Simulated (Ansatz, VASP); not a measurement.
One calculation of Re, two programs

INCAR

```
SYSTEM = Re
PREC = Accurate
ENCUT = 600
EDIFF = 1E-6
ISMEAR = -1
SIGMA = 0.05
LREAL = .False.
LASPH = .True.
NELM = 60
ALGO = Normal
ISIF = 3
LWAVE = .False.
LCHARG = .False.
GGA = B5
ALDAX = 1.0
AGGAX = 1.0
AGGAC = 1.0
ALDAC = 0.0
IBRION = 2
NSW = 60
EDIFFG = -0.01
```

Contents of KPOINTS:

```
regular mesh
0
Gamma
  12 12 12
  0 0 0
```

Contents of POSCAR:

```
Re
1.0
    0.0000000000      1.9750000000      1.9750000000
    1.9750000000      0.0000000000      1.9750000000
    1.9750000000      1.9750000000      0.0000000000
Re
1
Direct
    0.0000000000      0.0000000000      0.0000000000
```

input.yaml

```yaml
crystal:
  lattice:
    - [0.0, 1.975, 1.975]
    - [1.975, 0.0, 1.975]
    - [1.975, 1.975, 0.0]
  atoms:
    - { symbol: Re, position: [0.0, 0.0, 0.0] }
hamiltonian:
  xc: blyp
  pseudopotentials: { kind: paw }
kpoints:
  mp_grid: { grid: [12, 12, 12] }
scf:
  occupations: { method: fermi_dirac, width: 0.05 }
output:
  forces: true
  stress: true
  eigenvalues: true
relax:
  f_tol: 0.01
  max_steps: 40
  cell: { stress_tol: 0.05 }
```

Alike in both runs: task relaxation of cell and atoms; functional BLYP; k mesh 12 × 12 × 12; occupations fermi-dirac, width 0.05 eV; no spin polarisation.

|  | VASP | Ansatz |
| --- | --- | --- |
| version | VASP 6.6.1 | Ansatz 0.2.0 |
| potentials or method | VASP PAW PBE potentials, release 64 (Re) | Ansatz PAW |
| plane-wave cutoff (eV) | 600 | 420 |
| valence electrons in the cell | 7 | 15 |

VASP gave:

- gap on the k mesh at the Fermi level, each at its own relaxed structure (eV): none
- relaxed volume (Å³/atom): 15.67
- relaxed cell length with the largest relative difference (Å): 2.809

Question: Estimate Ansatz's values.

Answer: gap on the k mesh at the Fermi level, each at its own relaxed structure (eV): none; relaxed volume (Å³/atom): 15.59; relaxed cell length with the largest relative difference (Å): 2.804.

VASP's potentials were made for PBE, not for BLYP. A gap of «none» marks a metal or a gap that the smearing closes. VASP's potentials hold 7 valence electrons a cell and Ansatz's 15, so a difference there can come from the potentials and not from the codes.

Spin-orbit coupling is off throughout. Noted on Ansatz's run: the plane-wave basis is chosen anew once the cell has moved, so the energies of steps on either side of that aren't comparable.
